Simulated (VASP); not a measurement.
Crystal: Ta.

```
Ta
1.0
     0.00000    2.76427    2.76427
     2.76427    0.00000    2.76427
     2.76427    2.76427    0.00000
Ta
2
Direct
  0.50000 0.50000 0.50000
  0.75000 0.75000 0.75000
```

* Program: VASP 6.6.1
* Task: relaxation of cell and atoms
* Functional: PBEsol
* Potentials or basis: VASP PAW PBE potentials, release 64 (Ta_pv)
* Cutoff: 600 eV
* k mesh: 6 × 6 × 6
* Occupations: gaussian, width 0.1 eV
* Spin: no spin polarisation

At the start: pressure 29.5 GPa; volume 21.12 Å³/atom.

Problem. How do energy, volume and symmetry change on relaxing?

Solution. Over 4 steps the energy falls by 449.8 meV/atom and the volume is 27.11 Å³/atom (+28.3 %); space group Fd-3m (No. 227, to 0.05 Å).

The path:
```tsv
step	energy change (eV)	largest force (eV/Å)	pressure (GPa)	volume (Å³)
1	0.0000	0.0000	29.55	42.24
2	-0.0609	0.0000	-12.97	70.81
3	-0.8987	0.0000	-0.64	54.57
4	-0.8996	0.0000	-0.02	54.21
```

Final structure:
```
Ta
1.0
     0.00000    3.00391    3.00391
     3.00391    0.00000    3.00391
     3.00391    3.00391    0.00000
Ta
2
Direct
  0.50000 0.50000 0.50000
  0.75000 0.75000 0.75000
```

Caveat: the volume moved by over 15 % at a fixed basis, so the end points are rough; the PAW data sets were made with another functional, which shifts forces and pressure a little.
